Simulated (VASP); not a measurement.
Write the native input for VASP 6.6.1 that does the following.

```yaml
Task: single point
Functional: PBE
Potentials_or_basis: VASP PAW PBE potentials, release 64 (Al, N)
Cutoff: 520 eV
k_mesh: 12 × 12 × 6
Occupations: gaussian, width 0.02 eV
Spin: no spin polarisation
Dipole_correction: no
Further_INCAR_settings: ALGO = Normal; EDIFF = 1e-06; NBANDS = 16
```

The structure of AlN lies in POSCAR:

```
AlN
1.0
    2.9893490409      0.0000000000      0.0000000000
   -1.4946745204      2.5888522102      0.0000000000
    0.0000000000      0.0000000000      4.7922313731
Al N
2 2
Direct
    0.6666666667      0.3333333333      0.4988776967
    0.3333333333      0.6666666667      0.9988776967
    0.6666666667      0.3333333333      0.8811223033
    0.3333333333      0.6666666667      0.3811223033
```

This cell differs from its parent crystal: equal strain along all axes, cell held: -4.5 %, then relaxed in part.

The input as run:

INCAR

```
SYSTEM = AlN
PREC     = Accurate       ! precision mode
ENCUT    = 520            ! plane-wave cutoff, eV
EDIFF    = 1E-6           ! SCF threshold, eV
ISMEAR   = 0              ! smearing method
SIGMA    = 0.02           ! smearing width, eV
LREAL    = .False.        ! projectors in reciprocal space
LASPH    = .True.         ! aspherical terms in the spheres
NELM     = 80             ! most SCF steps
ALGO     = Normal         ! electronic algorithm
ISIF     = 2              ! what is computed and relaxed
LWAVE    = .False.        ! write WAVECAR
LCHARG   = .True.         ! write CHGCAR
GGA      = PE             ! functional
LELF     = .True.         ! ELF
LVHAR    = .True.       
NBANDS   = 16             ! bands
```

KPOINTS

```
regular mesh
0
Gamma
  12 12 6
  0 0 0
```

Potentials or basis: VASP PAW PBE potentials, release 64 (Al, N).

Command:

```sh
$ cat potpaw_PBE.64/Al/POTCAR potpaw_PBE.64/N/POTCAR > POTCAR
$ mpirun -np 1 vasp_std > vasp.out
```

Results of the run:

* Pressure: 34.8 GPa
* Band gap on the k mesh: 5.09 eV, indirect (least direct gap 5.29 eV)

Caveat: the cell differs from its parent crystal (equal strain along all axes, cell held: -4.5 %, then relaxed in part).

Wall time 34 s on 1 thread of Intel(R) Xeon(R) Platinum 8488C (Sapphire Rapids) (shared host), peak memory 0.17 GiB.
